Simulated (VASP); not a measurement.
# MoS2: single point with PBE

Crystal: MoS2.

```xyz
24
Lattice="-3.3002 -5.7162 0.0000 4.9503 -2.8581 0.0000 0.0000 0.0000 12.8866" Properties=species:S:1:pos:R:3 pbc="T T T"
Mo   -1.1483   -4.2986    3.8972
Mo    2.7342   -4.3898   10.0080
Mo    2.5549   -3.4586    2.0423
Mo    1.3474   -1.6363    8.9210
Mo    1.5419   -1.2962    3.2820
Mo    4.1813   -0.5368    9.7536
Mo    1.0675   -7.3912    3.6835
Mo   -1.6503   -4.2035   10.0105
S     1.9855   -2.9298    7.4203
S     1.8234   -5.4834    2.4922
S     0.5003   -4.2476   10.6984
S     0.4553   -5.5989    4.8721
S     4.4230   -3.0315    9.1950
S    -1.9972   -4.4508    1.7746
S     2.4214   -3.2533   12.3896
S    -0.3822   -2.1205    3.0916
S     2.5881    0.0900    7.9781
S     3.0170   -1.3801    1.4476
S     2.1947   -1.0208   11.0062
S     2.4051   -3.0220    4.6808
S     2.7543   -6.0715    8.1579
S    -3.7455   -6.9154    0.3955
S     1.6970   -6.7451   11.8350
S    -2.5172   -5.0806    5.5028
```

```yaml
Program: VASP 6.6.1
Task: single point
Functional: PBE
Potentials_or_basis: VASP PAW PBE potentials, release 64 (Mo_sv, S)
Cutoff: 520 eV
k_mesh: 2 × 2 × 1
Occupations: fermi-dirac, width 0.36 eV
Spin: no spin polarisation
Dipole_correction: no
Further_INCAR_settings: LREAL = Auto; ALGO = Normal; EDIFF = 1e-06; NBANDS = 122
```

```json
{
  "Pressure": "6.9 GPa",
  "Largest force": "3.872 eV/Å",
  "Band gap on the k mesh": "zero (bands 104 and 105 overlap by 0.07 eV)"
}
```

Forces on the atoms (eV/Å):
```
Mo   0.811  0.836 -0.215
Mo  -0.197  0.486  0.398
Mo   2.256 -1.863  0.568
Mo  -0.675  2.234  2.215
Mo   2.546  2.488  0.719
Mo  -1.660 -1.325 -1.881
Mo  -0.021 -1.432 -1.650
Mo   0.904 -3.322  1.772
S    0.159 -2.271 -1.221
S   -0.725 -0.736 -0.470
S    0.669  2.703  0.708
S   -0.537  0.731  1.095
S    0.513 -0.026 -0.546
S   -0.420 -1.180  0.304
S    1.515 -1.636  0.102
S   -2.624 -0.848  0.060
S   -0.135  0.164  0.451
S   -0.246  2.335  0.384
S   -1.332  0.308  0.140
S    0.525  0.545 -1.720
S   -1.057  2.236 -1.451
S   -1.888  0.614 -0.139
S    2.059 -0.446  0.043
S   -0.439 -0.594  0.334
```

Stress tensor (GPa, compression positive):
```
9.05 1.28 3.12
1.28 8.36 0.54
3.12 0.54 3.18
```

Levels at points of the mesh, in eV from the Fermi level:
```tsv
k point	band 100	band 101	band 102	band 103	band 104	band 105	band 106	band 107
(0.00, 0.00, 0.00)	-0.54	-0.46	-0.31	-0.10	-0.02	0.03	0.12	0.38
(0.50, 0.00, 0.00)	-0.59	-0.51	-0.26	0.04	0.10	0.18	0.21	0.35
(0.00, 0.50, 0.00)	-0.72	-0.33	-0.25	-0.11	0.03	0.11	0.27	0.37
(0.50, 0.50, 0.00)	-0.58	-0.38	-0.33	-0.22	0.10	0.17	0.25	0.32
```

It took 15 min on 1 thread of Oxide Virtual Turin-like Processor, on a shared host, peak memory 0.54 GiB.

Caveat: the k points lie up to 0.55 Å⁻¹ apart; so wide a smearing shifts energies and pressures; forces of over 1 eV/Å act on the atoms, so gaps and moduli don't describe the material at rest.
